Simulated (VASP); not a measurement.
# MgO in VASP: notebook

MgO is run at these levels: PBE+D3(BJ); tasks: single point, relaxation of the atoms.

All numbers are computed with VASP 6.6.1; they aren't measurements. Logs are shortened: lines on timing, memory, paths and dates and some standing lists are left out, and cuts for length are marked.

**1. The cell of the first run**

The cell holds a slab with vacuum, 6 atoms: a = 2.976 Å, b = 2.976 Å, c = 20.074 Å, α = 90.00°, β = 90.00°, γ = 120.00°.

**2. Single point, PBE+D3(BJ)**

INCAR

```
ALGO = Normal
DIPOL = 0.5 0.5 0.499
EDIFF = 1E-6
ENCUT = 520
GGA = PE
IDIPOL = 3
ISIF = 2
ISMEAR = 0
IVDW = 12
LASPH = True
LCHARG = False
LDIPOL = True
LREAL = False
LWAVE = False
NBANDS = 21
NELM = 100
PREC = Accurate
SIGMA = 0.05
```

KPOINTS

```
k-points
0
Gamma
  9 9 1
```

POSCAR

```
MgO
1.0
    2.9757889827      0.0000000000      0.0000000000
   -1.4878944914      2.5771088553      0.0000000000
    0.0000000000      0.0000000000     20.0743038249
O Mg
3 3
Direct
    0.3333333333      0.6666666667      0.3487044961
    0.0000000000      0.0000000000      0.4697408992
    0.6666666667      0.3333333333      0.5932750709
    0.6666666667      0.3333333333      0.4092226977
    0.3333333333      0.6666666667      0.5255447282
    0.0000000000      0.0000000000      0.6498401969
```

Potentials or basis: VASP PAW PBE potentials, release 64 (O, Mg).

Run with:

```bash
> cat potpaw_PBE.64/O/POTCAR potpaw_PBE.64/Mg/POTCAR > POTCAR
> mpirun -np 1 vasp_std > vasp.out
```

OUTCAR:

```text
EDIFF = 1E-6
   ENCUT = 520
   GGA = PE
   ISIF = 2
   ISMEAR = 0
   IVDW = 12
   LASPH = True
   LREAL = False
   NELM = 100
   PREC = Accurate
 IVDW          = 12

 ion  position               nearest neighbor table
   1  0.333  0.667  0.349-   4 2.10   4 2.10   4 2.10
   2  0.000  0.000  0.470-   5 2.05   5 2.05   5 2.05   4 2.10   4 2.10   4 2.10
   3  0.667  0.333  0.593-   6 2.06   6 2.06   6 2.06   5 2.19   5 2.19   5 2.19
   4  0.667  0.333  0.409-   2 2.10   2 2.10   2 2.10   1 2.10   1 2.10   1 2.10   5 2.90   5 2.90
                             5 2.90
   5  0.333  0.667  0.526-   2 2.05   2 2.05   2 2.05   3 2.19   3 2.19   3 2.19   4 2.90   4 2.90
                             4 2.90   6 3.03   6 3.03   6 3.03
   6  0.000  0.000  0.650-   3 2.06   3 2.06   3 2.06   5 3.03   5 3.03   5 3.03

  LATTYP: Found a hexagonal cell.
 ALAT       =     2.9757889827
 C/A-ratio  =     6.7458761161

  Lattice vectors:

 A1 = (   2.9757889827,   0.0000000000,   0.0000000000)
 A2 = (  -1.4878944914,   2.5771088553,   0.0000000000)
 A3 = (   0.0000000000,   0.0000000000,  20.0743038249)

Analysis of symmetry for initial positions (statically):
=====================================================================
 Subroutine PRICEL returns:
 Original cell was already a primitive cell.

 Routine SETGRP: Setting up the symmetry group for a
 hexagonal supercell.

 Subroutine GETGRP returns: Found  6 space group operations
 (whereof  6 operations were pure point group operations)
 out of a pool of 24 trial point group operations.

The static configuration has the point symmetry C_3v.

Analysis of symmetry for dynamics (positions and initial velocities):
=====================================================================
 Subroutine PRICEL returns:
 Original cell was already a primitive cell.

 Routine SETGRP: Setting up the symmetry group for a
 hexagonal supercell.

 Subroutine GETGRP returns: Found  6 space group operations
 (whereof  6 operations were pure point group operations)
 out of a pool of 24 trial point group operations.

The dynamic configuration has the point symmetry C_3v.

 Subroutine INISYM returns: Found  6 space group operations
 (whereof  6 operations are pure point group operations),
 and found     1 'primitive' translations

[... 97 lines left out ...]
   POTIM  = 0.5000    time-step for ionic-motion
   TEBEG  =    0.0;   TEEND  =   0.0 temperature during run
   PSTRESS=    0.0 pullay stress
   NELECT =      24.0000    total number of electrons
   NUPDOWN=      -1.0000    fix difference up-down
   EMIN   =  10.00;   EMAX   =-10.00  energy-range for DOS
   EFERMI =   0.00;   METHOD = LEGACY
   ISMEAR =     0;   SIGMA  =   0.05  broadening in eV -4-tet -1-fermi 0-gaus
   EFERMI_NEDOS =   21; number of points for ismear=-14 and -15
   IALGO  =     38    algorithm
   IMIX   =      4    mixing-type and parameters
     AMIX     =   0.40;   BMIX     =  1.00
     AMIX_MAG =   1.60;   BMIX_MAG =  1.00
  volume/ion in A,a.u.               =      25.66       173.15
  Fermi-wavevector in a.u.,A,eV,Ry     =   0.881090  1.665018 10.562462  0.776319
  Thomas-Fermi vector in A             =   2.001539
   LORBIT       =      0    0 simple, 1 ext, 2 COOP (PROOUT), +10 PAW based schemes
   GGA     = PE    functional components
   LHFCALC =     F    Hartree Fock is set to
   AEXX    =    0.0000 exact exchange contribution
   IVDW    =    12    specifies the selected vdW correction
   LEPSILON=     F    determine dielectric tensor
   LRPA    =     F    only Hartree local field effects (RPA)
 non-spin polarized calculation
 Gauss-broadening in eV      SIGMA  =   0.05
  energy-cutoff  :      520.00
  volume of cell :      153.95
 maximum number of plane-waves:      4203
 NGX is ok and might be reduce to    24
   NGX = 11   NGY = 11   NGZ = 75

 dipolmoment           0.000000      0.000000      0.086220 electrons x Angstroem

 number of electron      24.0000003 magnetization

 dipolmoment           0.000000      0.000000     -0.232403 electrons x Angstroem

 Free energy of the ion-electron system (eV)
  ---------------------------------------------------
  ext. energy  EPLUGINS =         0.00000000
  ---------------------------------------------------
  free energy    TOTEN  =       -30.30490703 eV

  energy without entropy =      -30.29771012  energy(sigma->0) =      -30.30130858

 E-fermi :  -2.6493     XC(G=0):  -5.0788

 val. band max:       -2.6498931245   @ k =   0.3333   0.0000   0.0000
 cond. band min:      -2.6080274989   @ k =   0.3333   0.0000   0.0000
 fundamental gap:      0.0418656256
 Fermi energy:        -2.6493205774

 k-point     1 :       0.0000    0.0000    0.0000
  band No.  band energies     occupation
      1     -22.5709      2.00000
      2     -21.4747      2.00000
      3     -18.4368      2.00000
      4      -9.5407      2.00000
      5      -7.2567      2.00000
      6      -6.1656      2.00000
[... 277 lines left out ...]
     20       7.1573      0.00000
     21       8.2315      0.00000

------------------------ aborting loop because EDIFF is reached ----------------------------------------

 vacuum level on the upper side and lower side of the slab       (xc-potential included)        -2.678         2.660

 Edisp (eV)   -1.24899

 E8    (eV) :    -0.5092

  FORCE on cell =-STRESS in cart. coord.  units (eV):
  Direction    XX          YY          ZZ          XY          YZ          ZX
  --------------------------------------------------------------------------------------
  -------------------------------------------------------------------------------------
  Total       0.52575     0.52575    -0.08487    -0.00000     0.00000     0.00000
  in kB       5.47161     5.47161    -0.88323    -0.00000     0.00000     0.00000
  external pressure =        3.35 kB  Pullay stress =        0.00 kB

 VOLUME and BASIS-vectors are now :
 -----------------------------------------------------------------------------
  energy-cutoff  :      520.00
  volume of cell :      153.95
      direct lattice vectors                 reciprocal lattice vectors
     2.975788983  0.000000000  0.000000000     0.336045333  0.194015864  0.000000000
    -1.487894491  2.577108855  0.000000000     0.000000000  0.388031727  0.000000000
     0.000000000  0.000000000 20.074303825     0.000000000  0.000000000  0.049814928

 POSITION                                       TOTAL-FORCE (eV/Angst)
 -----------------------------------------------------------------------------------
     -0.00000      1.71807      7.00000        -0.000000     -0.000000      1.300622
      0.00000      0.00000      9.42972        -0.000000      0.000000      1.426593
      1.48789      0.85904     11.90958         0.000000     -0.000000     -0.040731
      1.48789      0.85904      8.21486        -0.000000      0.000000     -2.701342
     -0.00000      1.71807     10.54994        -0.000000      0.000000      0.042497
      0.00000      0.00000     13.04509        -0.000000      0.000000     -0.027638
 -----------------------------------------------------------------------------------
    total drift:                                0.000000      0.000000     -0.000259

  FREE ENERGIE OF THE ION-ELECTRON SYSTEM (eV)
  ---------------------------------------------------
  free  energy   TOTEN  =       -31.5538969649 eV

  energy  without entropy=      -31.5467000568  energy(sigma->0) =      -31.55029851

 vacuum level on the upper side and lower side of the slab         1.918         7.403
```

stdout:

```text
POSCAR found type information on POSCAR O Mg
 POSCAR found :  2 types and       6 ions
 scaLAPACK will be used
 LDA part: xc-table for (Slater+PW92), standard interpolation
 POSCAR, INCAR and KPOINTS ok, starting setup
 FFT: planning ... GRIDC
 FFT: planning ... GRID_SOFT
 FFT: planning ... GRID
 WAVECAR not read
 entering main loop
```

Run time: 3.7 min. Hardware: 1 thread of AMD EPYC, shared host; peak memory 0.25 GiB.

Results:

```yaml
Free_energy: -31.5539 eV
Largest_force: 2.701 eV/Å
Band_gap_on_the_k_mesh: zero (bands 12 and 13 overlap by 0.46 eV)
Dispersion_energy_per_atom: -0.208 eV
```

Forces on the atoms (eV/Å):
```
O    0.000  0.000  1.301
O    0.000  0.000  1.427
O    0.000  0.000 -0.041
Mg   0.000  0.000 -2.701
Mg   0.000  0.000  0.042
Mg   0.000  0.000 -0.028
```

Levels at points of the mesh, in eV from the Fermi level:
```
           k point  band 8  band 9  band 10  band 11  band 12  band 13  band 14  band 15  band 16  band 17
(0.00, 0.00, 0.00)   -2.59   -2.59    -1.94    -0.62     0.43     0.43     2.77     4.29     5.01     6.50
```

**3. Relaxation of the atoms, PBE+D3(BJ)**

INCAR

```
SYSTEM = MgO
  PREC = Accurate
  ENCUT = 520
  EDIFF = 1E-6
  ISMEAR = 0
  SIGMA = 0.05
  LREAL = .False.
  LASPH = .True.
  NELM = 80
  ALGO = Normal
  ISIF = 2
  LWAVE = .False.
  LCHARG = .False.
  LDIPOL = .True.
  IDIPOL = 3
  DIPOL = 0.5 0.5 0.500
  GGA = PE
  IVDW = 12
  IBRION = 2
  NSW = 70
  EDIFFG = -0.03
```

KPOINTS

```
Automatic mesh
0
Gamma
  9 9 1
  0 0 0
```

POSCAR

```
MgO
1.0
    2.9757889827      0.0000000000      0.0000000000
   -1.4878944914      2.5771088553      0.0000000000
    0.0000000000      0.0000000000     20.0743038249
O Mg
3 3
Selective dynamics
Direct
    0.3333333333      0.6666666667      0.3487044961  F F F
    0.0000000000      0.0000000000      0.4697408992  F F F
    0.6666666667      0.3333333333      0.5907773023  T T T
    0.6666666667      0.3333333333      0.4092226977  F F F
    0.3333333333      0.6666666667      0.5302591008  T T T
    0.0000000000      0.0000000000      0.6512955039  T T T
```

Potentials or basis: VASP PAW PBE potentials, release 64 (O, Mg).

Run with:

```bash
> cat potpaw_PBE.64/O/POTCAR potpaw_PBE.64/Mg/POTCAR > POTCAR
> mpirun -np 1 vasp_std > vasp.out
```

It took 8.6 min on 1 thread of AMD EPYC, shared host; peak memory 0.27 GiB.

The run converged. Its results:

| Item | Value |
| --- | --- |
| Free energy | -31.5540 eV |
| Energy gained by relaxing | 15.1 meV/atom |
| Ionic steps | 7 |
| Band gap on the k mesh | zero (bands 12 and 13 overlap by 0.46 eV) |
| Dispersion energy per atom | -0.208 eV |

Step by step:
```tsv
step	energy change (eV)	largest force on free atoms (eV/Å)	pressure (GPa)
1	0.0000	1.4681	-0.02
2	-0.0852	0.2318	0.08
3	-0.0884	0.1733	0.14
4	-0.0895	0.0605	0.22
5	-0.0895	0.0570	0.26
6	-0.0898	0.0490	0.29
7	-0.0903	0.0283	0.34
```

Final structure:
```xyz
6
Lattice="2.9758 0.0000 0.0000 -1.4879 2.5771 0.0000 0.0000 0.0000 20.0743" Properties=species:S:1:pos:R:3 pbc="T T T"
O     0.0000    1.7181    7.0000
O     0.0000    0.0000    9.4297
O     1.4879    0.8590   11.9082
Mg    1.4879    0.8590    8.2149
Mg    0.0000    1.7181   10.5525
Mg   -1.4879    2.5771   13.0440
```

Levels at points of the mesh, in eV from the Fermi level:
| k point | band 10 | band 11 | band 12 | band 13 | band 14 | band 15 |
| --- | --- | --- | --- | --- | --- | --- |
| (0.00, 0.00, 0.00) | -1.94 | -0.62 | 0.43 | 0.43 | 2.77 | 4.30 |

The gap in the log of VASP goes by the Fermi energy; the results here count the filled bands.